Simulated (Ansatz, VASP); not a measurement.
**One calculation of HfN, two programs**

The input INCAR:

```
PREC     = Accurate       # precision mode
ENCUT    = 520            # plane-wave cutoff, eV
EDIFF    = 1E-7           # SCF threshold, eV
ISMEAR   = -1             # smearing method
SIGMA    = 0.05           # smearing width, eV
LREAL    = False          # projectors in reciprocal space
LASPH    = True           # aspherical terms in the spheres
NELM     = 100            # most SCF steps
ALGO     = Normal         # electronic algorithm
ISIF     = 2              # what is computed and relaxed
LWAVE    = False          # write WAVECAR
LCHARG   = False          # write CHGCAR
GGA      = CA             # functional
NBANDS   = 14             # bands
```

File KPOINTS:

```
regular mesh
0
Gamma
  10 10 10
```

Contents of POSCAR:

```
HfN
1.0
    0.0000000000      2.4871259940      2.4871259940
    2.4871259940      0.0000000000      2.4871259940
    2.4871259940      2.4871259940      0.0000000000
Hf N
1 1
Direct
    0.0000000000      0.0000000000      0.0000000000
    0.7500000000      0.7500000000      0.7500000000
```

Input for Ansatz:

```yaml
crystal:
  lattice:
    - [0.0, 2.4871259940046553, 2.4871259940046553]
    - [2.4871259940046553, 0.0, 2.4871259940046553]
    - [2.4871259940046553, 2.4871259940046553, 0.0]
  atoms:
    - { symbol: Hf, position: [0.0, 0.0, 0.0] }
    - { symbol: "N", position: [0.75, 0.75, 0.75] }
basis:
  ecutwfc: 557.833418042754
kpoints:
  mp_grid:
    grid: [10, 10, 10]
hamiltonian:
  xc: lda
  pseudopotentials:
    kind: paw
scf:
  occupations:
    method: fermi_dirac
    width: 0.05
output:
  stress: true
```

Alike in both runs: task single point; functional LDA; k mesh 10 × 10 × 10; occupations fermi-dirac, width 0.05 eV; no spin polarisation.

|  | VASP | Ansatz |
| --- | --- | --- |
| version | VASP 6.6.1 | Ansatz 0.2.0 |
| potentials or method | VASP PAW LDA potentials, release 64 (Hf_pv, N), cutoff 520 eV | plane waves, PAW |
| valence electrons in the cell | 15 | 31 |

```tsv
	VASP	Ansatz	Ansatz less VASP
pressure (GPa)	-16.3	-15.9	+0.43
```

LDA's correlation is that of Perdew and Zunger in VASP and of Perdew and Wang (1992) in Ansatz. VASP's potentials hold 15 valence electrons a cell and Ansatz's 31, so a difference there can come from the potentials and not from the codes.

Neither program's run includes spin-orbit coupling.
